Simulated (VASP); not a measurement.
A run of VASP 6.6.1:

Contents of INCAR:

```
PREC = Accurate
ENCUT = 520
EDIFF = 1E-7
ISMEAR = 0
SIGMA = 0.05
LREAL = False
LASPH = True
NELM = 100
ALGO = Normal
ISIF = 2
LWAVE = False
LCHARG = False
LDIPOL = True
IDIPOL = 3
DIPOL = 0.5 0.5 0.500
GGA = PE
NBANDS = 53
```

KPOINTS

```
Automatic mesh
0
Gamma
  9 9 1
```

The input POSCAR:

```
Sn4Se5
1.0
    4.2862138071      0.0000000000      0.0000000000
   -2.1431069035      3.7119700430      0.0000000000
    0.0000000000      0.0000000000     28.9987156744
Se Sn
5 4
Direct
    0.3333333333      0.6666666667      0.2586321437
    0.0000000000      0.0000000000      0.3793160719
    0.6666666667      0.3333333333      0.5000000000
    0.3333333333      0.6666666667      0.6206839281
    0.0000000000      0.0000000000      0.7413678563
    0.6666666667      0.3333333333      0.3189741078
    0.3333333333      0.6666666667      0.4396580359
    0.0000000000      0.0000000000      0.5603419641
    0.6666666667      0.3333333333      0.6810258922
```

Potentials or basis: VASP PAW PBE potentials, release 64 (Se, Sn_d).

The run is started by

```sh
$ cat potpaw_PBE.64/Se/POTCAR potpaw_PBE.64/Sn_d/POTCAR > POTCAR
$ mpirun -np 1 vasp_std > vasp.out
```

Hardware: 1 thread of AMD EPYC 7R13, with other jobs on the host.

Q: Estimate the wall time of this run.

A: It took 17 min on 1 thread of AMD EPYC 7R13, with other jobs on the host, peak memory 0.63 GiB. Counts: scf iterations 25, k points 12.
